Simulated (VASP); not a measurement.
Crystal: Ni.

```xyz
1
Lattice="-1.3837 1.3837 1.3837 1.3837 -1.3837 1.3837 1.3837 1.3837 -1.3837" Properties=species:S:1:pos:R:3 pbc="T T T"
Ni    0.0000    0.0000    0.0000
```

This isn't the form of Ni at room conditions, which is fcc.

```yaml
Program: VASP 6.6.1
Task: relaxation of cell and atoms
Functional: BLYP
Dispersion: D4
Potentials_or_basis: VASP PAW PBE potentials, release 64 (Ni)
Cutoff: 600 eV
k_mesh: 13 × 13 × 13
Occupations: fermi-dirac, width 0.05 eV
Spin: collinear spin, ferromagnetic start
Starting_moments: "[1.0] μB"
```

At the start: pressure 4.0 GPa; volume 10.60 Å³/atom.

Question: How do energy, volume and symmetry change on relaxing?

Answer: Over 3 steps the energy falls by 2.6 meV/atom and the volume is 10.81 Å³/atom (+2.0 %); space group Im-3m (No. 229, to 0.1 Å) before and after; moment 0.55 μB per cell.

Step by step:
```csv
step,energy change (eV),largest force (eV/Å),pressure (GPa),volume (Å³)
1,0.0000,0.0000,3.97,10.60
2,-0.0005,0.0000,-3.24,11.01
3,-0.0026,0.0000,0.01,10.81
```

Final structure:
```cif
data_structure
_symmetry_space_group_name_H-M 'P 1'
_symmetry_Int_Tables_number 1
_cell_length_a 2.4125
_cell_length_b 2.4125
_cell_length_c 2.4125
_cell_angle_alpha 109.471
_cell_angle_beta 109.471
_cell_angle_gamma 109.471
_cell_volume 10.81
loop_
_atom_site_label
_atom_site_type_symbol
_atom_site_fract_x
_atom_site_fract_y
_atom_site_fract_z
_atom_site_occupancy
Ni1 Ni 0.00000 0.00000 0.00000 1
```

Caveat: the PAW data sets were made with another functional, which shifts forces and pressure a little.
